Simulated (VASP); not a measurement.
# ZnS (P6_3mc) in VASP: single point with PBEsol

Aim: the single point of ZnS with PBEsol.

Everything below comes from runs of VASP 6.6.1. Logs are shortened: lines on timing, memory, paths and dates and some standing lists are left out, and cuts for length are marked.

## 1. The cell of the first run

The structure is hexagonal, space group P6_3mc (No. 186). Conventional cell: a = 3.874 Å, b = 3.874 Å, c = 12.656 Å, α = 90.00°, β = 90.00°, γ = 120.00°. Within 3.1 Å of Zn (site symmetry 3m) lie 4 S at 2.37 Å. Within 3.1 Å of Zn (site symmetry 3m) lie 4 S at 2.37 Å. Within 3.1 Å of S (site symmetry 3m) lie 4 Zn at 2.37 Å. Within 3.1 Å of S (site symmetry 3m) lie 4 Zn at 2.37 Å.

## 2. Single point, PBEsol

The input, INCAR:

```
PREC     = Accurate       # precision mode
ENCUT    = 520            # plane-wave cutoff, eV
EDIFF    = 1E-7           # SCF threshold, eV
ISMEAR   = 1              # smearing method
SIGMA    = 0.0493         # smearing width, eV
LREAL    = False          # projectors in reciprocal space
LASPH    = True           # aspherical terms in the spheres
NELM     = 100            # most SCF steps
ALGO     = Normal         # electronic algorithm
ISIF     = 2              # what is computed and relaxed
LWAVE    = False          # write WAVECAR
LCHARG   = True           # write CHGCAR
GGA      = PS             # functional
LELF     = True           # ELF
LVHAR    = True         
NBANDS   = 46             # bands
```

The input, KPOINTS:

```
regular mesh
0
Gamma
  8 8 3
```

The input, POSCAR:

```
ZnS
1.0
    1.9370190000      3.3550140000      0.0000000000
   -1.9370190000      3.3550140000      0.0000000000
    0.0000000000      0.0000000000     12.6561380000
Zn S
4 4
Direct
    0.0000000000      0.0000000000      0.0000000000
    0.0000000000      0.0000000000      0.5000000000
    0.3333300000      0.3333400000      0.2500000000
    0.6666600000      0.6666700000      0.7500000000
    0.0000000000      0.0000000000      0.1875000000
    0.0000000000      0.0000000000      0.6875000000
    0.3333300000      0.3333400000      0.4375000000
    0.6666600000      0.6666700000      0.9375000000
```

Potentials or basis: VASP PAW PBE potentials, release 64 (Zn, S).

Started as:

```
$ cat potpaw_PBE.64/Zn/POTCAR potpaw_PBE.64/S/POTCAR > POTCAR
$ mpirun -np 1 vasp_std > vasp.out
```

OUTCAR:

```text
PREC = Accurate
   ENCUT = 520
   EDIFF = 1E-7
   ISMEAR = 1
   LREAL = False
   LASPH = True
   NELM = 100
   ISIF = 2
   GGA = PS

 ion  position               nearest neighbor table
   1  0.000  0.000  0.000-   8 2.37   8 2.37   8 2.37   5 2.37
   2  0.000  0.000  0.500-   7 2.37   7 2.37   7 2.37   6 2.37
   3  0.333  0.333  0.250-   5 2.37   5 2.37   5 2.37   7 2.37
   4  0.667  0.667  0.750-   6 2.37   6 2.37   6 2.37   8 2.37
   5  0.000  0.000  0.188-   3 2.37   3 2.37   3 2.37   1 2.37
   6  0.000  0.000  0.688-   4 2.37   4 2.37   4 2.37   2 2.37
   7  0.333  0.333  0.438-   2 2.37   2 2.37   2 2.37   3 2.37
   8  0.667  0.667  0.938-   1 2.37   1 2.37   1 2.37   4 2.37

  LATTYP: Found a hexagonal cell.
 ALAT       =     3.8740368541
 C/A-ratio  =     3.2669121324

  Lattice vectors:

 A1 = (   1.9370190000,  -3.3550140000,   0.0000000000)
 A2 = (   1.9370190000,   3.3550140000,   0.0000000000)
 A3 = (   0.0000000000,   0.0000000000,  12.6561380000)

Analysis of symmetry for initial positions (statically):
=====================================================================
 Subroutine PRICEL returns:
 Original cell was already a primitive cell.

 Routine SETGRP: Setting up the symmetry group for a
 hexagonal supercell.

 Subroutine GETGRP returns: Found  2 space group operations
 (whereof  1 operations were pure point group operations)
 out of a pool of 24 trial point group operations.

The static configuration has the point symmetry C_1 .
 The point group associated with its full space group is C_1h.

Analysis of symmetry for dynamics (positions and initial velocities):
=====================================================================
 Subroutine PRICEL returns:
 Original cell was already a primitive cell.

 Routine SETGRP: Setting up the symmetry group for a
 hexagonal supercell.

 Subroutine GETGRP returns: Found  2 space group operations
 (whereof  1 operations were pure point group operations)
 out of a pool of 24 trial point group operations.

The dynamic configuration has the point symmetry C_1 .
 The point group associated with its full space group is C_1h.

 Subroutine INISYM returns: Found  2 space group operations
 (whereof  1 operations are pure point group operations),
 and found     1 'primitive' translations

----------------------------------------------------------------------------------------

                                     Primitive cell

  volume of cell :     164.4975

  direct lattice vectors                    reciprocal lattice vectors
     1.937019000  3.355014000  0.000000000     0.258128599  0.149030675  0.000000000
    -1.937019000  3.355014000  0.000000000    -0.258128599  0.149030675  0.000000000
     0.000000000  0.000000000 12.656138000     0.000000000  0.000000000  0.079013045

  length of vectors
     3.874036854  3.874036854 12.656138000     0.298061261  0.298061261  0.079013045

  position of ions in fractional coordinates (direct lattice)
     0.000000000  0.000000000  0.000000000
     0.000000000  0.000000000  0.500000000
     0.333330000  0.333340000  0.250000000
     0.666660000  0.666670000  0.750000000
     0.000000000  0.000000000  0.187500000
     0.000000000  0.000000000  0.687500000
     0.333330000  0.333340000  0.437500000
     0.666660000  0.666670000  0.937500000

  ion indices of the primitive-cell ions
   primitive index   ion index
                 1           1
                 2           2
                 3           3
                 4           4
                 5           5
                 6           6
                 7           7
                 8           8

----------------------------------------------------------------------------------------

 KPOINTS: regular mesh

Automatic generation of k-mesh.
 Grid dimensions read from file:
 generate k-points for:    8    8    3

 Generating k-lattice:

  Cartesian coordinates                     Fractional coordinates (reciprocal lattice)
     0.032266075  0.018628834  0.000000000     0.125000000  0.000000000  0.000000000
    -0.032266075  0.018628834  0.000000000     0.000000000  0.125000000  0.000000000
     0.000000000  0.000000000  0.026337682     0.000000000  0.000000000  0.333333333

  Length of vectors
     0.037257658  0.037257658  0.026337682

  Shift w.r.t. Gamma in fractional coordinates (k-lattice)
     0.000000000  0.000000000  0.000000000

 Subroutine IBZKPT returns following result:
 ===========================================

 Found     57 irreducible k-points:

 Following reciprocal coordinates:
            Coordinates               Weight
  0.000000  0.000000  0.000000      1.000000
  0.125000  0.000000  0.000000      4.000000
  0.125000  0.125000  0.000000      2.000000
  0.250000  0.000000  0.000000      4.000000
  0.250000  0.250000  0.000000      2.000000
  0.375000 -0.000000  0.000000      4.000000
[... 16 lines left out ...]
  0.125000  0.000000  0.333333      4.000000
  0.125000  0.125000  0.333333      4.000000
 [... further k-points ...]
   k-points           NKPTS =     57   k-points in BZ     NKDIM =     57   number of bands    NBANDS=     46
   number of dos      NEDOS =    301   number of ions     NIONS =      8
   total plane-waves  NPLWV =  86400
   dimension x,y,z NGX =    30 NGY =   30 NGZ =   96
   dimension x,y,z NGXF=    60 NGYF=   60 NGZF=  192
   ions per type =               4   4
   NGX,Y,Z   is equivalent  to a cutoff of  12.87, 12.87, 12.61 a.u.
   NGXF,Y,Z  is equivalent  to a cutoff of  25.75, 25.75, 25.22 a.u.
 SYSTEM =  unknown system
   PREC   = accura    normal or accurate (medium, high low for compatibility)
   ISTART =      0    job   : 0-new  1-cont  2-samecut
   ICHARG =      2    charge: 1-file 2-atom 10-const
   ISPIN  =      1    spin polarized calculation?
   LNONCOLLINEAR =      F non collinear calculations
   LSORBIT =      F    spin-orbit coupling
   LASPH  =      T    aspherical Exc in radial PAW
   ENCUT  =  520.0 eV  38.22 Ry    6.18 a.u.   7.20  7.20 23.53*2*pi/ulx,y,z
   NELM   =    100;   NELMIN=  2; NELMDL= -5     # of ELM steps
   EDIFF  = 0.1E-06   stopping-criterion for ELM
   LREAL  =      F    real-space projection
   EDIFFG = 0.1E-05   stopping-criterion for IOM
   NSW    =      0    number of steps for IOM
   IBRION =     -1    ionic relax: 0-MD 1-quasi-New 2-CG
   NFREE  =      0    steps in history (QN), initial steepest desc. (CG)
   ISIF   =      2    stress and relaxation
   ISYM   =      2    0-nonsym 1-usesym 2-fastsym
   POTIM  = 0.5000    time-step for ionic-motion
   TEBEG  =    0.0;   TEEND  =   0.0 temperature during run
   PSTRESS=    0.0 pullay stress
   NELECT =      72.0000    total number of electrons
   NUPDOWN=      -1.0000    fix difference up-down
   EMIN   =  10.00;   EMAX   =-10.00  energy-range for DOS
   EFERMI =   0.00;   METHOD = LEGACY
   ISMEAR =     1;   SIGMA  =   0.05  broadening in eV -4-tet -1-fermi 0-gaus
   EFERMI_NEDOS =   21; number of points for ismear=-14 and -15
   IALGO  =     38    algorithm
   IMIX   =      4    mixing-type and parameters
     AMIX     =   0.40;   BMIX     =  1.00
     AMIX_MAG =   1.60;   BMIX_MAG =  1.00
  volume/ion in A,a.u.               =      20.56       138.76
  Fermi-wavevector in a.u.,A,eV,Ry     =   1.242985  2.348901 21.021158  1.545011
  Thomas-Fermi vector in A             =   2.377316
   LORBIT       =      0    0 simple, 1 ext, 2 COOP (PROOUT), +10 PAW based schemes
   GGA     = PS    functional components
   LHFCALC =     F    Hartree Fock is set to
   AEXX    =    0.0000 exact exchange contribution
   IVDW    =     0    specifies the selected vdW correction
   LEPSILON=     F    determine dielectric tensor
   LRPA    =     F    only Hartree local field effects (RPA)
 non-spin polarized calculation
 Methfessel and Paxton  Order N= 1 SIGMA  =   0.05
  energy-cutoff  :      520.00
  volume of cell :      164.50
 maximum number of plane-waves:      4451
 NGX is ok and might be reduce to    30
   NGX = 15   NGY = 15   NGZ = 47

 number of electron      72.0000050 magnetization

 Free energy of the ion-electron system (eV)
  ---------------------------------------------------
  ext. energy  EPLUGINS =         0.00000000
  ---------------------------------------------------
  free energy    TOTEN  =       -30.19611116 eV

  energy without entropy =      -30.19618291  energy(sigma->0) =      -30.19613508

 E-fermi :   1.6781     XC(G=0):  -9.6525

 val. band max:        1.6425331320   @ k =   0.0000   0.0000   0.0000
 cond. band min:       3.4802037697   @ k =   0.0000   0.0000   0.0000
 fundamental gap:      1.8376706376
 Fermi energy:         1.6781043072

 k-point     1 :       0.0000    0.0000    0.0000
  band No.  band energies     occupation
      1     -11.2403      2.00000
      2     -10.8456      2.00000
      3     -10.8338      2.00000
      4     -10.3650      2.00000
      5      -4.5701      2.00000
      6      -4.5648      2.00000
[... 38 lines left out ...]
     45       8.2220      0.00000
     46       8.2442      0.00000

 k-point     2 :       0.1250    0.0000    0.0000
  band No.  band energies     occupation
      1     -11.1419      2.00000
      2     -10.7649      2.00000
      3     -10.7531      2.00000
      4     -10.3114      2.00000
      5      -4.5719      2.00000
      6      -4.5560      2.00000
[... 38 lines left out ...]
     45       8.2304      0.00000
     46       8.4667      0.00000

 k-point     3 :       0.1250    0.1250    0.0000
  band No.  band energies     occupation
      1     -11.1419      2.00000
      2     -10.7649      2.00000
      3     -10.7531      2.00000
      4     -10.3114      2.00000
      5      -4.5719      2.00000
      6      -4.5560      2.00000
[... 38 lines left out ...]
     45       8.2304      0.00000
     46       8.4666      0.00000

 k-point     4 :       0.2500    0.0000    0.0000
  band No.  band energies     occupation
      1     -10.8788      2.00000
      2     -10.5580      2.00000
      3     -10.5465      2.00000
      4     -10.1872      2.00000
      5      -4.5830      2.00000
      6      -4.5551      2.00000
[... 920 lines left out ...]
     45       8.1536      0.00000
     46       8.1537      0.00000

 k-point    23 :       0.1250    0.0000    0.3333
  band No.  band energies     occupation
      1     -11.0936      2.00000
      2     -10.9572      2.00000
      3     -10.5448      2.00000
      4     -10.3761      2.00000
      5      -4.5776      2.00000
      6      -4.5744      2.00000
[... 38 lines left out ...]
     45       8.3216      0.00000
     46       8.4327      0.00000

 k-point    24 :       0.1250    0.1250    0.3333
  band No.  band energies     occupation
      1     -11.0936      2.00000
      2     -10.9572      2.00000
      3     -10.5448      2.00000
      4     -10.3761      2.00000
      5      -4.5776      2.00000
      6      -4.5744      2.00000
[... 38 lines left out ...]
     45       8.3215      0.00000
     46       8.4324      0.00000

 [... further k-points ...]

------------------------ aborting loop because EDIFF is reached ----------------------------------------

  FORCE on cell =-STRESS in cart. coord.  units (eV):
  Direction    XX          YY          ZZ          XY          YZ          ZX
  --------------------------------------------------------------------------------------
  -------------------------------------------------------------------------------------
  Total       -4.6003348     -4.6005230     -4.4352618      0.0000000      0.0000000     -0.0000102
  in kB      -44.8064577    -44.8082907    -43.1986748      0.0000000      0.0000000     -0.0000993
  external PRESSURE =     -44.2711410 kB  Pullay stress =       0.0000000 kB

 VOLUME and BASIS-vectors are now :
 -----------------------------------------------------------------------------
  energy-cutoff  :      520.00
  volume of cell :      164.50
      direct lattice vectors                 reciprocal lattice vectors
     1.937019000  3.355014000  0.000000000     0.258128599  0.149030675  0.000000000
    -1.937019000  3.355014000  0.000000000    -0.258128599  0.149030675  0.000000000
     0.000000000  0.000000000 12.656138000     0.000000000  0.000000000  0.079013045

 POSITION                                       TOTAL-FORCE (eV/Angst)
 -----------------------------------------------------------------------------------
      0.00000      0.00000      0.00000        -0.000086     -0.000045      0.000307
      0.00000      0.00000      6.32807        -0.000086      0.000045      0.000307
     -0.00002      2.23669      3.16403         0.000089     -0.000045     -0.008406
     -0.00002      4.47334      9.49210         0.000089      0.000045     -0.008406
      0.00000      0.00000      2.37303        -0.000102      0.000047     -0.021199
      0.00000      0.00000      8.70109        -0.000102     -0.000047     -0.021199
     -0.00002      2.23669      5.53706         0.000099     -0.000054      0.029298
     -0.00002      4.47334     11.86513         0.000099      0.000054      0.029298
 -----------------------------------------------------------------------------------
    total drift:                                0.000007      0.000000     -0.000849

  FREE ENERGIE OF THE ION-ELECTRON SYSTEM (eV)
  ---------------------------------------------------
  free  energy   TOTEN  =       -30.1961111640 eV

  energy  without entropy=      -30.1961829087  energy(sigma->0) =      -30.19613508
```

Wall time 12 min (1 thread of Intel Xeon Platinum 8259CL at 2.50GHz (Skylake/Cascade Lake), shared host); peak memory 0.48 GiB.

Results:

| Item | Value |
| --- | --- |
| Free energy | -30.1961 eV |
| Pressure | -4.4 GPa |
| Largest force | 0.029 eV/Å |
| Band gap on the k mesh | 1.84 eV |

Forces on the atoms (eV/Å):
```
Zn   0.000  0.000  0.000
Zn   0.000  0.000  0.000
Zn   0.000  0.000 -0.008
Zn   0.000  0.000 -0.008
S    0.000  0.000 -0.021
S    0.000  0.000 -0.021
S    0.000  0.000  0.029
S    0.000  0.000  0.029
```

Levels at points of the mesh, in eV from the valence-band top:
```tsv
k point	band 32	band 33	band 34	band 35	band 36	band 37	band 38	band 39	band 40	band 41
(0.00, 0.00, 0.00)	-0.43	-0.43	-0.03	0.00	0.00	1.84	2.99	3.16	3.39	6.28
(0.50, 0.00, 0.00)	-1.52	-1.51	-1.49	-1.04	-0.82	3.16	3.25	3.65	4.22	4.77
(0.50, 0.50, 0.00)	-1.52	-1.51	-1.49	-1.04	-0.82	3.16	3.25	3.65	4.22	4.77
```

Caveat: the cell stands under tension; the PAW data sets were made with another functional, which shifts forces and pressure a little. As with any semilocal functional, this PBEsol gap is likely too small.
